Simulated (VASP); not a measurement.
# Zn (Im-3m) in VASP: a series of runs

Runs on Zn. Level: PBE. Tasks: single point.

Everything below comes from runs of VASP 6.6.1. Logs are shortened: lines on timing, memory, paths and dates and some standing lists are left out, and cuts for length are marked.

## (1) The cell of the first run

The structure is cubic, space group Im-3m (No. 229). The conventional cell has a = 3.152 Å, b = 3.152 Å, c = 3.152 Å, α = 90.00°, β = 90.00°, γ = 90.00°. Zn (site symmetry m-3m) has 14 Zn at 2.73 to 3.15 Å within 3.6 Å.

## (2) Single point, PBE

INCAR

```
SYSTEM = Zn
ALGO     = Normal         ! electronic algorithm
EDIFF    = 1E-6           ! SCF threshold, eV
ENCUT    = 520            ! plane-wave cutoff, eV
GGA      = PE             ! functional
ISIF     = 2              ! what is computed and relaxed
ISMEAR   = -1             ! smearing method
LASPH    = .TRUE.         ! aspherical terms in the spheres
LCHARG   = .FALSE.        ! write CHGCAR
LREAL    = .FALSE.        ! projectors in reciprocal space
LWAVE    = .FALSE.        ! write WAVECAR
NBANDS   = 12             ! bands
NELM     = 80             ! most SCF steps
PREC     = Accurate       ! precision mode
SIGMA    = 0.06122561905347299 ! smearing width, eV
```

KPOINTS

```
k-points
0
G
  49 49 49
  0 0 0
```

POSCAR

```
Zn
1.0
   -1.5760564744      1.5760564744      1.5760564744
    1.5760564744     -1.5760564744      1.5760564744
    1.5760564744      1.5760564744     -1.5760564744
Zn
1
Direct
    0.0000000000      0.0000000000      0.0000000000
```

Potentials or basis: VASP PAW PBE potentials, release 64 (Zn).

The run is started by

```
$ cat potpaw_PBE.64/Zn/POTCAR > POTCAR
$ mpirun -np 1 vasp_std > vasp.out
```

OUTCAR:

```text
SYSTEM = Zn
   EDIFF = 1E-6
   ENCUT = 520
   GGA = PE
   ISIF = 2
   ISMEAR = -1
   LASPH = .TRUE.
   LREAL = .FALSE.
   NELM = 80
   PREC = Accurate

 ion  position               nearest neighbor table
   1  0.000  0.000  0.000-

  LATTYP: Found a body centered cubic cell.
 ALAT       =     3.1521129488

  Lattice vectors:

 A1 = (  -1.5760564744,   1.5760564744,   1.5760564744)
 A2 = (   1.5760564744,  -1.5760564744,   1.5760564744)
 A3 = (   1.5760564744,   1.5760564744,  -1.5760564744)

Analysis of symmetry for initial positions (statically):
=====================================================================
 Subroutine PRICEL returns:
 Original cell was already a primitive cell.

 Routine SETGRP: Setting up the symmetry group for a
 body centered cubic supercell.

 Subroutine GETGRP returns: Found 48 space group operations
 (whereof 48 operations were pure point group operations)
 out of a pool of 48 trial point group operations.

The static configuration has the point symmetry O_h .

Analysis of symmetry for dynamics (positions and initial velocities):
=====================================================================
 Subroutine PRICEL returns:
 Original cell was already a primitive cell.

 Routine SETGRP: Setting up the symmetry group for a
 body centered cubic supercell.

 Subroutine GETGRP returns: Found 48 space group operations
 (whereof 48 operations were pure point group operations)
 out of a pool of 48 trial point group operations.

The dynamic configuration has the point symmetry O_h .

 Subroutine INISYM returns: Found 48 space group operations
 (whereof 48 operations are pure point group operations),
 and found     1 'primitive' translations

----------------------------------------------------------------------------------------

                                     Primitive cell

  volume of cell :      15.6594

  direct lattice vectors                    reciprocal lattice vectors
    -1.576056474  1.576056474  1.576056474     0.000000000  0.317247515  0.317247515
     1.576056474 -1.576056474  1.576056474     0.317247515  0.000000000  0.317247515
     1.576056474  1.576056474 -1.576056474     0.317247515  0.317247515  0.000000000

  length of vectors
     2.729809889  2.729809889  2.729809889     0.448655738  0.448655738  0.448655738

  position of ions in fractional coordinates (direct lattice)
     0.000000000  0.000000000  0.000000000

  ion indices of the primitive-cell ions
   primitive index   ion index
                 1           1

----------------------------------------------------------------------------------------

 KPOINTS: k-points

Automatic generation of k-mesh.
 Grid dimensions read from file:
 generate k-points for:   49   49   49

 Generating k-lattice:

  Cartesian coordinates                     Fractional coordinates (reciprocal lattice)
     0.000000000  0.006474439  0.006474439     0.020408163  0.000000000  0.000000000
     0.006474439  0.000000000  0.006474439     0.000000000  0.020408163  0.000000000
     0.006474439  0.006474439  0.000000000     0.000000000  0.000000000  0.020408163

  Length of vectors
     0.009156240  0.009156240  0.009156240

  Shift w.r.t. Gamma in fractional coordinates (k-lattice)
     0.000000000  0.000000000  0.000000000

 Subroutine IBZKPT returns following result:
 ===========================================

 Found   2925 irreducible k-points:

 Following reciprocal coordinates:
            Coordinates               Weight
  0.000000  0.000000  0.000000      1.000000
  0.020408  0.000000  0.000000     12.000000
  0.040816  0.000000  0.000000     12.000000
  0.061224  0.000000  0.000000     12.000000
  0.081633  0.000000  0.000000     12.000000
  0.102041  0.000000  0.000000     12.000000
[... 16 lines left out ...]
  0.448980  0.000000  0.000000     12.000000
  0.469388  0.000000  0.000000     12.000000
 [... further k-points ...]
   k-points           NKPTS =   2925   k-points in BZ     NKDIM =   2925   number of bands    NBANDS=     12
   number of dos      NEDOS =    301   number of ions     NIONS =      1
   total plane-waves  NPLWV =   8000
   dimension x,y,z NGX =    20 NGY =   20 NGZ =   20
   dimension x,y,z NGXF=    40 NGYF=   40 NGZF=   40
   ions per type =               1
   NGX,Y,Z   is equivalent  to a cutoff of  12.18, 12.18, 12.18 a.u.
   NGXF,Y,Z  is equivalent  to a cutoff of  24.36, 24.36, 24.36 a.u.
 SYSTEM =  Zn
   PREC   = accura    normal or accurate (medium, high low for compatibility)
   ISTART =      0    job   : 0-new  1-cont  2-samecut
   ICHARG =      2    charge: 1-file 2-atom 10-const
   ISPIN  =      1    spin polarized calculation?
   LNONCOLLINEAR =      F non collinear calculations
   LSORBIT =      F    spin-orbit coupling
   LASPH  =      T    aspherical Exc in radial PAW
   ENCUT  =  520.0 eV  38.22 Ry    6.18 a.u.   5.08  5.08  5.08*2*pi/ulx,y,z
   NELM   =     80;   NELMIN=  2; NELMDL= -5     # of ELM steps
   EDIFF  = 0.1E-05   stopping-criterion for ELM
   LREAL  =      F    real-space projection
   EDIFFG = 0.1E-04   stopping-criterion for IOM
   NSW    =      0    number of steps for IOM
   IBRION =     -1    ionic relax: 0-MD 1-quasi-New 2-CG
   NFREE  =      0    steps in history (QN), initial steepest desc. (CG)
   ISIF   =      2    stress and relaxation
   ISYM   =      2    0-nonsym 1-usesym 2-fastsym
   POTIM  = 0.5000    time-step for ionic-motion
   TEBEG  =    0.0;   TEEND  =   0.0 temperature during run
   PSTRESS=    0.0 pullay stress
   NELECT =      12.0000    total number of electrons
   NUPDOWN=      -1.0000    fix difference up-down
   EMIN   =  10.00;   EMAX   =-10.00  energy-range for DOS
   EFERMI =   0.00;   METHOD = LEGACY
   ISMEAR =    -1;   SIGMA  =   0.06  broadening in eV -4-tet -1-fermi 0-gaus
   EFERMI_NEDOS =   21; number of points for ismear=-14 and -15
   IALGO  =     38    algorithm
   IMIX   =      4    mixing-type and parameters
     AMIX     =   0.40;   BMIX     =  1.00
     AMIX_MAG =   1.60;   BMIX_MAG =  1.00
  volume/ion in A,a.u.               =      15.66       105.67
  Fermi-wavevector in a.u.,A,eV,Ry     =   1.498109  2.831016 30.535980  2.244331
  Thomas-Fermi vector in A             =   2.609911
   LORBIT       =      0    0 simple, 1 ext, 2 COOP (PROOUT), +10 PAW based schemes
   GGA     = PE    functional components
   LHFCALC =     F    Hartree Fock is set to
   AEXX    =    0.0000 exact exchange contribution
   IVDW    =     0    specifies the selected vdW correction
   LEPSILON=     F    determine dielectric tensor
   LRPA    =     F    only Hartree local field effects (RPA)
 non-spin polarized calculation
  energy-cutoff  :      520.00
  volume of cell :       15.66
 maximum number of plane-waves:       436
   NGX = 11   NGY = 11   NGZ = 11

 number of electron      12.0000017 magnetization

 Free energy of the ion-electron system (eV)
  ---------------------------------------------------
  ext. energy  EPLUGINS =         0.00000000
  ---------------------------------------------------
  free energy    TOTEN  =        -1.02507813 eV

  energy without entropy =       -1.02095451  energy(sigma->0) =       -1.02301632

 E-fermi :   3.0064     XC(G=0): -11.4140

 val. band max:        3.0048135624   @ k =   0.3265   0.2041   0.1429
 cond. band min:       3.0118420903   @ k =  -0.4286  -0.4286   0.1633
 fundamental gap:      0.0070285279
 Fermi energy:         3.0063732954

 k-point     1 :       0.0000    0.0000    0.0000
  band No.  band energies     occupation
      1      -7.2367      2.00000
      2      -4.7256      2.00000
      3      -4.7256      2.00000
      4      -4.7256      2.00000
      5      -4.2409      2.00000
      6      -4.2409      2.00000
      7      21.7357      0.00000
      8      21.7357      0.00000
      9      21.7357      0.00000
     10      23.5882      0.00000
     11      23.5882      0.00000
     12      23.5882      0.00000

 k-point     2 :       0.0204    0.0000    0.0000
  band No.  band energies     occupation
      1      -7.2236      2.00000
      2      -4.7268      2.00000
      3      -4.7253      2.00000
      4      -4.7225      2.00000
      5      -4.2421      2.00000
      6      -4.2408      2.00000
      7      21.5403      0.00000
      8      21.6150      0.00000
      9      21.6805      0.00000
     10      23.2655      0.00000
     11      23.4283      0.00000
     12      23.5213      0.00000

 k-point     3 :       0.0408    0.0000    0.0000
  band No.  band energies     occupation
      1      -7.1845      2.00000
      2      -4.7304      2.00000
      3      -4.7244      2.00000
      4      -4.7135      2.00000
      5      -4.2456      2.00000
      6      -4.2406      2.00000
      7      20.9560      0.00000
      8      21.3006      0.00000
      9      21.5122      0.00000
     10      22.8262      0.00000
     11      23.0797      0.00000
     12      23.3983      0.00000
[... 286 lines left out ...]
 k-point    23 :       0.4490    0.0000    0.0000
  band No.  band energies     occupation
      1      -5.3357      2.00000
      2      -5.0088      2.00000
      3      -4.2700      2.00000
      4      -4.2115      2.00000
      5      -3.9401      2.00000
      6      -0.5330      2.00000
      7       3.0674      0.53935
      8      14.2627      0.00000
      9      15.6485      0.00000
     10      18.1996      0.00000
     11      19.5536      0.00000
     12      29.4935      0.00000

 k-point    24 :       0.4694    0.0000    0.0000
  band No.  band energies     occupation
      1      -5.3404      2.00000
      2      -5.0135      2.00000
      3      -4.2678      2.00000
      4      -4.2108      2.00000
      5      -3.9257      2.00000
      6      -0.0331      2.00000
      7       2.4660      1.99971
      8      14.1935      0.00000
      9      15.5917      0.00000
     10      18.1619      0.00000
     11      19.5295      0.00000
     12      29.9532      0.00000

 [... further k-points ...]
[... 5 lines left out ...]
  --------------------------------------------------------------------------------------
  -------------------------------------------------------------------------------------
  Total       -0.0790647     -0.0790647     -0.0790647     -0.0000000     -0.0000000      0.0000000
  in kB       -8.0894313     -8.0894313     -8.0894313     -0.0000000     -0.0000000      0.0000000
  external PRESSURE =      -8.0894313 kB  Pullay stress =       0.0000000 kB

 VOLUME and BASIS-vectors are now :
 -----------------------------------------------------------------------------
  energy-cutoff  :      520.00
  volume of cell :       15.66
      direct lattice vectors                 reciprocal lattice vectors
    -1.576056474  1.576056474  1.576056474     0.000000000  0.317247515  0.317247515
     1.576056474 -1.576056474  1.576056474     0.317247515  0.000000000  0.317247515
     1.576056474  1.576056474 -1.576056474     0.317247515  0.317247515  0.000000000

 POSITION                                       TOTAL-FORCE (eV/Angst)
 -----------------------------------------------------------------------------------
      0.00000      0.00000      0.00000         0.000000      0.000000     -0.000000
 -----------------------------------------------------------------------------------
    total drift:                                0.000000     -0.000000     -0.000000

  FREE ENERGIE OF THE ION-ELECTRON SYSTEM (eV)
  ---------------------------------------------------
  free  energy   TOTEN  =        -1.0250781350 eV

  energy  without entropy=       -1.0209545124  energy(sigma->0) =       -1.02301632
```

Wall time 8.2 min (1 thread of Oxide Virtual Turin-like, shared host); peak memory 0.55 GiB.

Results:

| Item | Value |
| --- | --- |
| Free energy | -1.0251 eV |
| Pressure | -0.8 GPa |
| Band gap on the k mesh | zero (band 6 reaches 7.06 eV, above the bottom of band 7 at 1.98 eV) |

## (3) Single point, PBE

This run uses another cell than the first one, of 15.97 Å³/atom, 1.020 times its volume.

INCAR

```
SYSTEM = Zn
ALGO = Normal ; EDIFF = 1E-6
ENCUT = 520 ; GGA = PE
ISIF = 2 ; ISMEAR = -1
LASPH = .True. ; LCHARG = .False.
LREAL = .False. ; LWAVE = .False.
NBANDS = 12 ; NELM = 80
PREC = Accurate ; SIGMA = 0.06122561905347299
```

KPOINTS

```
k-points
0
Gamma
  49 49 49
  0 0 0
```

POSCAR

```
Zn
1.0
   -1.5862908941      1.5862908941      1.5862908941
    1.5862908941     -1.5862908941      1.5862908941
    1.5862908941      1.5862908941     -1.5862908941
Zn
1
Direct
    0.0000000000      0.0000000000      0.0000000000
```

Potentials or basis: VASP PAW PBE potentials, release 64 (Zn).

The run is started by

```
$ cat potpaw_PBE.64/Zn/POTCAR > POTCAR
$ mpirun -np 1 vasp_std > vasp.out
```

Wall time 9 min (1 thread of Oxide Virtual Turin-like, shared host); peak memory 0.56 GiB.

Results (log left out):

```yaml
Free_energy: -1.0223 eV
Pressure: -1.9 GPa
Band_gap_on_the_k_mesh: zero (band 6 reaches 6.89 eV, above the bottom of band 7 at 1.81 eV)
```

Levels at points of the mesh, in eV from the Fermi level:
| k point | band 3 | band 4 | band 5 | band 6 | band 7 | band 8 | band 9 | band 10 |
| --- | --- | --- | --- | --- | --- | --- | --- | --- |
| (0.00, 0.00, 0.00) | -7.67 | -7.67 | -7.20 | -7.20 | 18.43 | 18.43 | 18.43 | 20.43 |

## (4) Single point, PBE

This run uses another cell than the first one, of 16.27 Å³/atom, 1.039 times its volume.

INCAR

```
SYSTEM = Zn
  PREC = Accurate
  ENCUT = 520
  EDIFF = 1E-6
  ISMEAR = -1
  SIGMA = 0.06122561905347299
  LREAL = .False.
  LASPH = .True.
  NELM = 100
  ALGO = Normal
  ISIF = 2
  LWAVE = .False.
  LCHARG = .True.
  GGA = PE
  LELF = .True.
  LVHAR = .True.
  NBANDS = 12
```

KPOINTS

```
Automatic mesh
0
Gamma
  49 49 49
  0 0 0
```

POSCAR

```
Zn
1.0
   -1.5963949301      1.5963949301      1.5963949301
    1.5963949301     -1.5963949301      1.5963949301
    1.5963949301      1.5963949301     -1.5963949301
Zn
1
Direct
    0.0000000000      0.0000000000      0.0000000000
```

Potentials or basis: VASP PAW PBE potentials, release 64 (Zn).

The run is started by

```
$ cat potpaw_PBE.64/Zn/POTCAR > POTCAR
$ mpirun -np 1 vasp_std > vasp.out
```

OUTCAR:

```text
SYSTEM = Zn
   PREC = Accurate
   ENCUT = 520
   EDIFF = 1E-6
   ISMEAR = -1
   LREAL = .False.
   LASPH = .True.
   NELM = 100
   ISIF = 2
   GGA = PE

 ion  position               nearest neighbor table
   1  0.000  0.000  0.000-

  LATTYP: Found a body centered cubic cell.
 ALAT       =     3.1927898602

  Lattice vectors:

 A1 = (  -1.5963949301,   1.5963949301,   1.5963949301)
 A2 = (   1.5963949301,  -1.5963949301,   1.5963949301)
[... 539 lines left out ...]
     12      28.9830      0.00000

 [... further k-points ...]

------------------------ aborting loop because EDIFF is reached ----------------------------------------

  FORCE on cell =-STRESS in cart. coord.  units (eV):
  Direction    XX          YY          ZZ          XY          YZ          ZX
  --------------------------------------------------------------------------------------
  -------------------------------------------------------------------------------------
  Total       -0.2891073     -0.2891073     -0.2891073     -0.0000000     -0.0000000      0.0000000
  in kB      -28.4635187    -28.4635187    -28.4635187     -0.0000000     -0.0000000      0.0000000
  external PRESSURE =     -28.4635187 kB  Pullay stress =       0.0000000 kB

 VOLUME and BASIS-vectors are now :
 -----------------------------------------------------------------------------
  energy-cutoff  :      520.00
  volume of cell :       16.27
      direct lattice vectors                 reciprocal lattice vectors
    -1.596394930  1.596394930  1.596394930     0.000000000  0.313205705  0.313205705
     1.596394930 -1.596394930  1.596394930     0.313205705  0.000000000  0.313205705
     1.596394930  1.596394930 -1.596394930     0.313205705  0.313205705  0.000000000

 POSITION                                       TOTAL-FORCE (eV/Angst)
 -----------------------------------------------------------------------------------
      0.00000      0.00000      0.00000        -0.000000      0.000000     -0.000000
 -----------------------------------------------------------------------------------
    total drift:                               -0.000000      0.000000      0.000000

  FREE ENERGIE OF THE ION-ELECTRON SYSTEM (eV)
  ---------------------------------------------------
  free  energy   TOTEN  =        -1.0176960691 eV

  energy  without entropy=       -1.0135218226  energy(sigma->0) =       -1.01560895
```

OSZICAR:

```text
N       E                     dE             d eps       ncg     rms          rms(c)
DAV:   1     0.423628895219E+02    0.42363E+02   -0.65509E+03 72156   0.155E+03
DAV:   2     0.228182316508E+00   -0.42135E+02   -0.39708E+02 73052   0.211E+02
DAV:   3    -0.109510416769E+01   -0.13233E+01   -0.13212E+01 80520   0.371E+01
DAV:   4    -0.109843309666E+01   -0.33289E-02   -0.33288E-02 77468   0.184E+00
DAV:   5    -0.109843582947E+01   -0.27328E-05   -0.27329E-05 79388   0.511E-02    0.241E+00
DAV:   6    -0.102325950094E+01    0.75176E-01   -0.39285E-01 79464   0.125E+01    0.191E+00
DAV:   7    -0.101944699932E+01    0.38125E-02   -0.72886E-03 73664   0.163E+00    0.957E-01
DAV:   8    -0.101768339612E+01    0.17636E-02   -0.11273E-03 86316   0.469E-01    0.415E-02
DAV:   9    -0.101769521438E+01   -0.11818E-04   -0.69741E-05 94480   0.102E-01    0.192E-02
DAV:  10    -0.101769606912E+01   -0.85475E-06   -0.34417E-06 75808   0.280E-02
   1 F= -.10176961E+01 E0= -.10156089E+01  d E =-.417425E-02
```

Run time: 12 min. Hardware: 1 thread of Oxide Virtual Turin-like, shared host; peak memory 0.6 GiB.

Results:

```yaml
Free_energy: -1.0177 eV
Pressure: -2.8 GPa
Band_gap_on_the_k_mesh: zero (band 6 reaches 6.73 eV, above the bottom of band 7 at 1.65 eV)
```

Levels at points of the mesh, in eV from the Fermi level:
```csv
k point,band 3,band 4,band 5,band 6,band 7,band 8,band 9,band 10
"(0.00, 0.00, 0.00)",-7.61,-7.61,-7.15,-7.15,18.14,18.14,18.14,20.27
```

## (5) Overview

| cell | gap on the mesh (eV) | pressure (GPa) |
| --- | --- | --- |
| a = 2.730 Å, angles 109.5°, 1 atom | none | -0.8 |
| a = 2.748 Å, angles 109.5°, 1 atom | none | -1.9 |
| a = 2.765 Å, angles 109.5°, 1 atom | none | -2.8 |

Alike in all rows: task single point; level PBE; potentials or basis VASP PAW PBE potentials, release 64 (Zn); no spin polarisation; k mesh 49 × 49 × 49; cutoff (eV) 520; smearing fermi-dirac 0.0612256 eV.

Total energies depend on the potentials used, so only differences within one code and one set of settings carry meaning.
